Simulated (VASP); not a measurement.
# FeO in VASP: a series of runs

FeO is run at these levels: PBEsol; tasks: single point.

All numbers are computed with VASP 6.6.1; they aren't measurements. Logs are shortened: lines on timing, memory, paths and dates and some standing lists are left out, and cuts for length are marked.

## 1. The cell of the first run

Symmetry: Fm-3m, No. 225, cubic system. The conventional cell has a = 4.213 Å, b = 4.213 Å, c = 4.213 Å, α = 90.00°, β = 90.00°, γ = 90.00°. Fe (site symmetry m-3m) has 6 O at 2.11 Å within 2.8 Å. O (site symmetry m-3m) has 6 Fe at 2.11 Å within 2.8 Å.

## 2. Single point, PBEsol, collinear spin, ferromagnetic start

The input, INCAR:

```
SYSTEM = FeO
PREC = Accurate
ENCUT = 520
EDIFF = 1E-6
ISMEAR = -1
SIGMA = 0.05
LREAL = .False.
LASPH = .True.
NELM = 150
ALGO = Normal
ISIF = 2
LWAVE = .False.
LCHARG = .True.
ISPIN = 2
MAGMOM = 3 0
LORBIT = 11
LMAXMIX = 4
GGA = PS
LELF = .True.
LVHAR = .True.
NBANDS = 18
```

The input, KPOINTS:

```
regular mesh
0
Gamma
  12 12 12
  0 0 0
```

The input, POSCAR:

```
FeO
1.0
   -1.4896487672      1.4896487672      2.1067233482
    1.4896487672     -1.4896487672      2.1067233482
    1.4896487672      1.4896487672     -2.1067233482
Fe O
1 1
Direct
    0.0000000000      0.0000000000      0.0000000000
    0.5000000000      0.5000000000      0.0000000000
```

Potentials or basis: VASP PAW PBE potentials, release 64 (Fe, O).

Launch:

```sh
$ cat potpaw_PBE.64/Fe/POTCAR potpaw_PBE.64/O/POTCAR > POTCAR
$ mpirun -np 1 vasp_std > vasp.out
```

OUTCAR:

```text
SYSTEM = FeO
   PREC = Accurate
   ENCUT = 520
   EDIFF = 1E-6
   ISMEAR = -1
   LREAL = .False.
   LASPH = .True.
   NELM = 150
   ISIF = 2
   ISPIN = 2
   LORBIT = 11
   GGA = PS

 ion  position               nearest neighbor table
   1  0.000  0.000  0.000-   2 2.11   2 2.11   2 2.11   2 2.11   2 2.11   2 2.11
   2  0.500  0.500  0.000-   1 2.11   1 2.11   1 2.11   1 2.11   1 2.11   1 2.11

  LATTYP: Found a body centered tetragonal cell.
 ALAT       =     2.9792975344
 C/A-ratio  =     1.4142416619

  Lattice vectors:

 A1 = (  -1.4896487672,   1.4896487672,   2.1067233482)
 A2 = (   1.4896487672,  -1.4896487672,   2.1067233482)
 A3 = (   1.4896487672,   1.4896487672,  -2.1067233482)

Analysis of symmetry for initial positions (statically):
=====================================================================
 Subroutine PRICEL returns:
 Original cell was already a primitive cell.

 Routine SETGRP: Setting up the symmetry group for a
 body centered tetragonal supercell.

 Subroutine GETGRP returns: Found 16 space group operations
 (whereof 16 operations were pure point group operations)
 out of a pool of 16 trial point group operations.

The static configuration has the point symmetry D_4h.

Analysis of symmetry for dynamics (positions and initial velocities):
=====================================================================
 Subroutine PRICEL returns:
 Original cell was already a primitive cell.

 Routine SETGRP: Setting up the symmetry group for a
 body centered tetragonal supercell.

 Subroutine GETGRP returns: Found 16 space group operations
 (whereof 16 operations were pure point group operations)
 out of a pool of 16 trial point group operations.

The dynamic configuration has the point symmetry D_4h.

Analysis of structural, dynamic, and magnetic symmetry:
=====================================================================
 Subroutine PRICEL returns:
 Original cell was already a primitive cell.

 Routine SETGRP: Setting up the symmetry group for a
 body centered tetragonal supercell.

 Subroutine GETGRP returns: Found 16 space group operations
 (whereof 16 operations were pure point group operations)
 out of a pool of 16 trial point group operations.

The overall configuration has the point symmetry D_4h.

 Subroutine INISYM returns: Found 16 space group operations
 (whereof 16 operations are pure point group operations),
 and found     1 'primitive' translations

----------------------------------------------------------------------------------------

                                     Primitive cell

  volume of cell :      18.6997

  direct lattice vectors                    reciprocal lattice vectors
    -1.489648767  1.489648767  2.106723348     0.000000000  0.335649591  0.237335386
     1.489648767 -1.489648767  2.106723348     0.335649591  0.000000000  0.237335386
     1.489648767  1.489648767 -2.106723348     0.335649591  0.335649591  0.000000000

  length of vectors
     2.979327133  2.979327133  2.979327133     0.411082393  0.411082393  0.474680204

  position of ions in fractional coordinates (direct lattice)
     0.000000000  0.000000000  0.000000000
     0.500000000  0.500000000  0.000000000

  ion indices of the primitive-cell ions
   primitive index   ion index
                 1           1
                 2           2

----------------------------------------------------------------------------------------

 KPOINTS: regular mesh

Automatic generation of k-mesh.
 Grid dimensions read from file:
 generate k-points for:   12   12   12

 Generating k-lattice:

  Cartesian coordinates                     Fractional coordinates (reciprocal lattice)
     0.000000000  0.027970799  0.019777949     0.083333333  0.000000000  0.000000000
     0.027970799  0.000000000  0.019777949     0.000000000  0.083333333  0.000000000
     0.027970799  0.027970799  0.000000000     0.000000000  0.000000000  0.083333333

  Length of vectors
     0.034256866  0.034256866  0.039556684

  Shift w.r.t. Gamma in fractional coordinates (k-lattice)
     0.000000000  0.000000000  0.000000000

 Subroutine IBZKPT returns following result:
 ===========================================

 Found    163 irreducible k-points:

 Following reciprocal coordinates:
            Coordinates               Weight
  0.000000  0.000000  0.000000      1.000000
  0.083333  0.000000 -0.000000      8.000000
  0.166667  0.000000  0.000000      8.000000
  0.250000 -0.000000  0.000000      8.000000
  0.333333  0.000000  0.000000      8.000000
  0.416667  0.000000 -0.000000      8.000000
[... 16 lines left out ...]
  0.500000  0.166667  0.000000     16.000000
 -0.416667  0.166667  0.000000     16.000000
 [... further k-points ...]
   k-points           NKPTS =    163   k-points in BZ     NKDIM =    163   number of bands    NBANDS=     18
   number of dos      NEDOS =    301   number of ions     NIONS =      2
   total plane-waves  NPLWV =  13824
[... 81 lines left out ...]
     17      28.6338      0.00000
     18      31.3412      0.00000

 k-point     2 :       0.0833    0.0000   -0.0000
  band No.  band energies     occupation
      1     -14.3653      1.00000
      2       1.9247      1.00000
      3       2.0490      1.00000
      4       2.0490      1.00000
      5       2.9652      1.00000
      6       2.9652      1.00000
[... 10 lines left out ...]
     17      29.3701      0.00000
     18      32.6746      0.00000

 k-point     3 :       0.1667    0.0000    0.0000
  band No.  band energies     occupation
      1     -14.1402      1.00000
      2       0.7117      1.00000
      3       1.2838      1.00000
      4       1.2838      1.00000
      5       3.1258      1.00000
      6       3.1258      1.00000
[... 412 lines left out ...]
 k-point    23 :       0.5000    0.1667    0.0000
  band No.  band energies     occupation
      1     -13.0821      1.00000
      2      -2.0218      1.00000
      3      -0.3096      1.00000
      4       0.0435      1.00000
      5       3.4932      1.00000
      6       3.8951      1.00000
[... 10 lines left out ...]
     17      33.1593      0.00000
     18      34.9071      0.00000

 k-point    24 :      -0.4167    0.1667    0.0000
  band No.  band energies     occupation
      1     -13.2744      1.00000
      2      -1.6654      1.00000
      3      -0.0507      1.00000
      4       0.3784      1.00000
      5       3.1965      1.00000
      6       3.8513      1.00000
[... 10 lines left out ...]
     17      33.6373      0.00000
     18      35.2164      0.00000

 [... further k-points ...]

 spin component 2

 k-point     1 :       0.0000    0.0000    0.0000
  band No.  band energies     occupation
      1     -13.8599      1.00000
      2       3.3742      1.00000
      3       3.3742      1.00000
      4       3.3743      1.00000
      5       5.9845      1.00000
      6       5.9848      1.00000
[... 10 lines left out ...]
     17      30.2000      0.00000
     18      32.5118      0.00000

 k-point     2 :       0.0833    0.0000   -0.0000
  band No.  band energies     occupation
      1     -13.7795      1.00000
      2       2.7913      1.00000
      3       3.1357      1.00000
      4       3.1357      1.00000
      5       6.0850      1.00000
      6       6.0851      1.00000
[... 10 lines left out ...]
     17      30.8271      0.00000
     18      33.9662      0.00000

 k-point     3 :       0.1667    0.0000    0.0000
  band No.  band energies     occupation
      1     -13.5517      1.00000
      2       1.5909      1.00000
      3       2.6159      1.00000
      4       2.6159      1.00000
      5       6.3051      0.99997
      6       6.3214      0.99995
[... 412 lines left out ...]
 k-point    23 :       0.5000    0.1667    0.0000
  band No.  band energies     occupation
      1     -12.4682      1.00000
      2      -1.2336      1.00000
      3       0.9415      1.00000
      4       1.4233      1.00000
      5       6.6385      0.97399
      6       7.3720      0.00002
[... 10 lines left out ...]
     17      33.6891      0.00000
     18      35.6838      0.00000

 k-point    24 :      -0.4167    0.1667    0.0000
  band No.  band energies     occupation
      1     -12.6647      1.00000
      2      -0.8378      1.00000
      3       1.2155      1.00000
      4       1.6901      1.00000
      5       6.1808      1.00000
      6       7.3509      0.00002
[... 10 lines left out ...]
     17      34.2636      0.00000
     18      35.8973      0.00000

 [... further k-points ...]

------------------------ aborting loop because EDIFF is reached ----------------------------------------

  FORCE on cell =-STRESS in cart. coord.  units (eV):
  Direction    XX          YY          ZZ          XY          YZ          ZX
  --------------------------------------------------------------------------------------
  -------------------------------------------------------------------------------------
  Total        0.6402964      0.6402964      0.6397921      0.0000000      0.0000000      0.0000000
  in kB       54.8600744     54.8600744     54.8168626      0.0000000      0.0000000      0.0000000
  external PRESSURE =      54.8456704 kB  Pullay stress =       0.0000000 kB

 VOLUME and BASIS-vectors are now :
 -----------------------------------------------------------------------------
  energy-cutoff  :      520.00
  volume of cell :       18.70
      direct lattice vectors                 reciprocal lattice vectors
    -1.489648767  1.489648767  2.106723348     0.000000000  0.335649591  0.237335386
     1.489648767 -1.489648767  2.106723348     0.335649591  0.000000000  0.237335386
     1.489648767  1.489648767 -2.106723348     0.335649591  0.335649591  0.000000000

 POSITION                                       TOTAL-FORCE (eV/Angst)
 -----------------------------------------------------------------------------------
      0.00000      0.00000      0.00000         0.000000      0.000000      0.000000
      0.00000      0.00000      2.10672        -0.000000     -0.000000     -0.000000
 -----------------------------------------------------------------------------------
    total drift:                               -0.000000      0.000000     -0.000000

  FREE ENERGIE OF THE ION-ELECTRON SYSTEM (eV)
  ---------------------------------------------------
  free  energy   TOTEN  =       -15.8577506794 eV

  energy  without entropy=      -15.8472062195  energy(sigma->0) =      -15.85247845

 total charge

# of ion       s       p       d       tot
------------------------------------------
    1        0.313   0.414   6.140   6.867
    2        1.552   3.452   0.000   5.004
--------------------------------------------------
tot          1.864   3.866   6.140  11.871

 magnetization (x)

# of ion       s       p       d       tot
------------------------------------------
    1        0.027   0.023   3.545   3.594
    2        0.033   0.283   0.000   0.316
--------------------------------------------------
tot          0.060   0.306   3.545   3.910
```

Run time: 2.7 min. Hardware: 1 thread of Intel Xeon 8259CL, shared host; peak memory 0.22 GiB.

Results:

* Free energy: -15.8578 eV
* Pressure: 5.5 GPa
* Band gap on the k mesh: zero (filled and empty bands overlap)
* Net moment: 3.99 μB per cell
* Site moments: Fe +3.59; O +0.32 μB
* Valence electrons inside the program's atomic spheres: Fe 6.87; O 5.00

Caveat: the cell stands under pressure; the PAW data sets were made with another functional, which shifts forces and pressure a little; a cell with one magnetic atom can't hold antiferromagnetic order, which such compounds often take; semilocal functionals often make such compounds metallic where correlation or magnetic order opens a gap, which also shifts bond lengths. With open d or f shells a metallic result of PBEsol can be an artefact of self-interaction; +U or a hybrid may open a gap.

## 3. Single point, PBEsol, collinear spin, ferromagnetic start

This run uses another cell than the first one, of 9.48 Å³/atom.

The input, INCAR:

```
ALGO = Normal
EDIFF = 1E-7
ENCUT = 520
GGA = PS
ISIF = 2
ISMEAR = -1
ISPIN = 2
LASPH = True
LCHARG = True
LELF = True
LMAXMIX = 4
LORBIT = 11
LREAL = False
LVHAR = True
LWAVE = False
MAGMOM = 3 0
NBANDS = 18
NELM = 150
PREC = Accurate
SIGMA = 0.05
```

The input, KPOINTS:

```
k-points
0
Gamma
  12 12 12
```

The input, POSCAR:

```
FeO
1.0
   -1.4964057144      1.4964057144      2.1161108329
    1.4964057144     -1.4964057144      2.1161108329
    1.4964057144      1.4964057144     -2.1161108329
Fe O
1 1
Direct
    0.0000000000      0.0000000000      0.0000000000
    0.5000000000      0.5000000000      0.0000000000
```

Potentials or basis: VASP PAW PBE potentials, release 64 (Fe, O).

Launch:

```sh
$ cat potpaw_PBE.64/Fe/POTCAR potpaw_PBE.64/O/POTCAR > POTCAR
$ mpirun -np 1 vasp_std > vasp.out
```

It took 2.8 min on 1 thread of Intel Xeon 8259CL, shared host; peak memory 0.21 GiB.

It converged, with:

```yaml
Free_energy: -15.8645 eV
Pressure: 2.5 GPa
Band_gap_on_the_k_mesh: zero (filled and empty bands overlap)
Net_moment: 4.00 μB per cell
Site_moments: Fe +3.60; O +0.31 μB
Valence_electrons_inside_the_program's_atomic_spheres: Fe 6.84; O 5.00
```

Levels at points of the mesh, in eV from the Fermi level:
Spin up:
| k point | band 7 | band 8 | band 9 | band 10 | band 11 | band 12 |
| --- | --- | --- | --- | --- | --- | --- |
| (0.00, 0.00, 0.00) | -3.93 | -3.66 | -3.66 | 0.32 | 15.44 | 17.35 |
| (0.50, 0.00, 0.00) | -2.41 | -0.12 | -0.12 | 4.08 | 8.94 | 12.80 |
| (0.50, 0.50, 0.00) | -2.70 | -2.70 | -2.61 | 5.59 | 9.00 | 10.92 |
| (0.50, 0.50, 0.50) | -2.70 | -2.70 | -2.61 | 5.59 | 9.00 | 10.92 |
Spin down:
```csv
k point,band 3,band 4,band 5,band 6,band 7,band 8
"(0.00, 0.00, 0.00)",-3.40,-3.40,-0.81,-0.81,-0.81,0.10
"(0.50, 0.00, 0.00)",-5.49,-5.49,0.45,0.45,0.68,2.97
"(0.50, 0.50, 0.00)",-4.66,-4.66,-2.36,0.70,0.84,0.84
"(0.50, 0.50, 0.50)",-4.66,-4.66,-2.36,0.70,0.84,0.84
```

Caveat: the PAW data sets were made with another functional, which shifts forces and pressure a little; a cell with one magnetic atom can't hold antiferromagnetic order, which such compounds often take; semilocal functionals often make such compounds metallic where correlation or magnetic order opens a gap, which also shifts bond lengths. With open d or f shells a metallic result of PBEsol can be an artefact of self-interaction; +U or a hybrid may open a gap.

## 4. Single point, PBEsol, collinear spin, ferromagnetic start

This run uses another cell than the first one, of 9.57 Å³/atom.

The input, INCAR:

```
  ALGO = Normal
  EDIFF = 1E-6
  ENCUT = 520
  GGA = PS
  ISIF = 2
  ISMEAR = -1
  ISPIN = 2
  LASPH = T
  LCHARG = F
  LMAXMIX = 4
  LORBIT = 11
  LREAL = F
  LWAVE = F
  MAGMOM = 3 0
  NBANDS = 18
  NELM = 150
  PREC = Accurate
  SIGMA = 0.05
```

KPOINTS is that of step 3.

The input, POSCAR:

```
FeO
1.0
   -1.5011803518      1.5011803518      2.1226860137
    1.5011803518     -1.5011803518      2.1226860137
    1.5011803518      1.5011803518     -2.1226860137
Fe O
1 1
Direct
    0.0000000000      0.0000000000      0.0000000000
    0.5000000000      0.5000000000      0.0000000000
```

Launch:

```sh
$ cat potpaw_PBE.64/Fe/POTCAR potpaw_PBE.64/O/POTCAR > POTCAR
$ mpirun -np 1 vasp_std > vasp.out
```

It took 2.6 min on 1 thread of Intel Xeon 8259CL, shared host; peak memory 0.21 GiB.

The run converged. Its results:

| Property | Result |
| --- | --- |
| Free energy | -15.8663 eV |
| Pressure | 0.4 GPa |
| Band gap on the k mesh | zero (filled and empty bands overlap) |
| Net moment | 4.00 μB per cell |
| Site moments | Fe +3.60; O +0.31 μB |
| Valence electrons inside the program's atomic spheres | Fe 6.82; O 4.99 |

Levels at points of the mesh, in eV from the Fermi level:
Spin up:
```tsv
k point	band 6	band 7	band 8	band 9	band 10	band 11	band 12	band 13
(0.00, 0.00, 0.00)	-3.92	-3.92	-3.66	-3.66	0.27	15.40	17.26	17.26
(0.50, 0.00, 0.00)	-3.01	-2.43	-0.16	-0.15	4.06	8.84	12.73	12.73
(0.50, 0.50, 0.00)	-3.23	-2.71	-2.71	-2.64	5.52	8.93	10.86	15.13
(0.50, 0.50, 0.50)	-3.23	-2.71	-2.71	-2.64	5.52	8.93	10.86	15.13
```
Spin down:
```csv
k point,band 2,band 3,band 4,band 5,band 6,band 7,band 8,band 9
"(0.00, 0.00, 0.00)",-3.37,-3.37,-3.37,-0.80,-0.80,-0.80,0.11,0.11
"(0.50, 0.00, 0.00)",-8.41,-5.44,-5.44,0.44,0.44,0.67,2.93,2.94
"(0.50, 0.50, 0.00)",-7.23,-4.62,-4.62,-2.32,0.70,0.82,0.82,1.22
"(0.50, 0.50, 0.50)",-7.23,-4.62,-4.62,-2.32,0.70,0.82,0.82,1.22
```

Caveat: the PAW data sets were made with another functional, which shifts forces and pressure a little; a cell with one magnetic atom can't hold antiferromagnetic order, which such compounds often take; semilocal functionals often make such compounds metallic where correlation or magnetic order opens a gap, which also shifts bond lengths.

## 5. Summary

| cell | gap on the mesh (eV) | pressure (GPa) | moment (μB) |
| --- | --- | --- | --- |
| a = 2.979 Å, angles 120.0, 120.0, 90.0°, 2 atoms | none | 5.5 | 3.99 |
| a = 2.993 Å, angles 120.0, 120.0, 90.0°, 2 atoms | none | 2.5 | 4.00 |
| a = 3.002 Å, angles 120.0, 120.0, 90.0°, 2 atoms | none | 0.4 | 4.00 |

Alike in all rows: task single point; level PBEsol; potentials or basis VASP PAW PBE potentials, release 64 (Fe, O); spin collinear, ferromagnetic start; k mesh 12 × 12 × 12; cutoff (eV) 520; smearing fermi-dirac 0.05 eV.

Caveats: the PAW data sets were made with another functional, which shifts forces and pressure a little; a cell with one magnetic atom can't hold antiferromagnetic order, which such compounds often take; semilocal functionals often make such compounds metallic where correlation or magnetic order opens a gap, which also shifts bond lengths; the cell stands under pressure (at least some runs).

Absolute energies hang on the potentials; compare differences alone.
